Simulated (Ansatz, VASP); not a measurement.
AlN in VASP and in Ansatz

File INCAR:

```
  PREC = Accurate
  ENCUT = 600
  EDIFF = 1E-6
  ISMEAR = -1
  SIGMA = 0.05
  LREAL = F
  LASPH = T
  NELM = 100
  ALGO = Normal
  ISIF = 3
  LWAVE = F
  LCHARG = F
  GGA = RE
  IBRION = 2
  NSW = 60
  EDIFFG = -0.01
```

The input KPOINTS:

```
Automatic mesh
0
Gamma
  10 10 6
```

Contents of POSCAR:

```
AlN
1.0
    3.1130000000      0.0000000000      0.0000000000
   -1.5565000000      2.6959370820      0.0000000000
    0.0000000000      0.0000000000      4.9810000000
Al N
2 2
Direct
    0.6666666667      0.3333333333      0.5000000000
    0.3333333333      0.6666666667      0.0000000000
    0.6666666667      0.3333333333      0.8800000000
    0.3333333333      0.6666666667      0.3800000000
```

Contents of input.yaml:

```yaml
crystal:
  lattice:
    - [3.113, 0.0, 0.0]
    - [-1.5565, 2.695937082, 0.0]
    - [0.0, 0.0, 4.981]
  atoms:
    - { symbol: Al, position: [0.6666666667, 0.3333333333, 0.5] }
    - { symbol: Al, position: [0.3333333333, 0.6666666667, 0.0] }
    - { symbol: "N", position: [0.6666666667, 0.3333333333, 0.88] }
    - { symbol: "N", position: [0.3333333333, 0.6666666667, 0.38] }
hamiltonian:
  xc: revpbe
  pseudopotentials: { kind: paw }
kpoints:
  mp_grid: { grid: [10, 10, 6] }
scf:
  occupations: { method: fermi_dirac, width: 0.05 }
output:
  forces: true
  stress: true
relax:
  f_tol: 0.01
  max_steps: 40
  cell: { stress_tol: 0.05 }
```

Alike in both runs: task relaxation of cell and atoms; functional revPBE; k mesh 10 × 10 × 6; occupations fermi-dirac, width 0.05 eV; no spin polarisation.

|  | VASP | Ansatz |
| --- | --- | --- |
| version | VASP 6.6.1 | Ansatz 0.2.0 |
| potentials or method | VASP PAW PBE potentials, release 64 (Al, N) | Ansatz PAW |
| plane-wave cutoff (eV) | 600 | 420 |
| valence electrons in the cell | 16 | 16 |

VASP gave:

* relaxed volume (Å³/atom): 10.76
* relaxed cell length with the largest relative difference (Å): 3.141

Task: Estimate Ansatz's values.

Result: Relaxed volume (Å³/atom): 10.79; relaxed cell length with the largest relative difference (Å): 3.145.

VASP's potentials were made for PBE, not for revPBE.

Noted on Ansatz's run: the plane-wave basis is chosen anew once the cell has moved, so the energies of steps on either side of that aren't comparable.
